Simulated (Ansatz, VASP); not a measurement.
SnTe: VASP beside Ansatz

Contents of INCAR:

```
SYSTEM = SnTe
ALGO     = Normal         ! electronic algorithm
EDIFF    = 1E-6           ! SCF threshold, eV
ENCUT    = 520            ! plane-wave cutoff, eV
GGA      = PE             ! functional
GGA_COMPAT= .False.      
ISIF     = 2              ! what is computed and relaxed
ISMEAR   = -1             ! smearing method
LASPH    = .True.         ! aspherical terms in the spheres
LCHARG   = .True.         ! write CHGCAR
LORBIT   = 11             ! projections on sites
LORBMOM  = .True.       
LREAL    = .False.        ! projectors in reciprocal space
LSORBIT  = .True.         ! spin-orbit coupling
LVHAR    = .True.       
LWAVE    = .False.        ! write WAVECAR
MAGMOM   = 0 0 0 0 0 0    ! initial moments
NBANDS   = 32             ! bands
NELM     = 150            ! most SCF steps
PREC     = Accurate       ! precision mode
SIGMA    = 0.02           ! smearing width, eV
```

File KPOINTS:

```
k-points
0
Gamma
  8 8 8
  0 0 0
```

POSCAR

```
SnTe
1.0
    0.0000000000      3.1893545680      3.1893545680
    3.1893545680      0.0000000000      3.1893545680
    3.1893545680      3.1893545680      0.0000000000
Sn Te
1 1
Direct
    0.0000000000      0.0000000000      0.0000000000
    0.5000000000      0.5000000000      0.5000000000
```

Input for Ansatz:

```yaml
crystal:
  lattice:
    - [0.0, 3.189354568, 3.189354568]
    - [3.189354568, 0.0, 3.189354568]
    - [3.189354568, 3.189354568, 0.0]
  atoms:
    - { symbol: Sn, position: [0.0, 0.0, 0.0] }
    - { symbol: Te, position: [0.5, 0.5, 0.5] }
kpoints:
  mp_grid: { grid: [8, 8, 8] }
  band_path:
    path:
      - [0.0, 0.0, 0.0]
      - [0.5, 0.0, 0.5]
      - [0.625, 0.25, 0.625]
      - [0.375, 0.375, 0.75]
      - [0.5, 0.5, 0.5]
      - [0.5, 0.25, 0.75]
    npoints: 1
hamiltonian:
  xc: pbe
scf:
  occupations: { method: fermi_dirac, width: 0.02 }
  n_extra_bands: 8
magnetization:
  noncollinear: true
  spin_orbit: true
output:
  forces: true
  stress: true
  eigenvalues: true
```

Alike in both runs: task single point; functional PBE; k mesh 8 × 8 × 8; occupations fermi-dirac, width 0.02 eV; non-collinear spin, spin-orbit coupling.

|  | VASP | Ansatz |
| --- | --- | --- |
| version | VASP 6.6.1 | Ansatz 0.2.0 |
| potentials or method | VASP PAW PBE potentials, release 64 (Sn_d, Te) | plane waves, PAW |
| plane-wave cutoff (eV) | 520 | 420 |
| valence electrons in the cell | 20 | 30 |

```tsv
	VASP	Ansatz	Ansatz less VASP
pressure (GPa)	0.6	0.6	+0.02
```

With one functional, cell and mesh, what is left measures potentials, basis and numerics. VASP's potentials hold 20 valence electrons a cell and Ansatz's 30, so a difference there can come from the potentials and not from the codes.
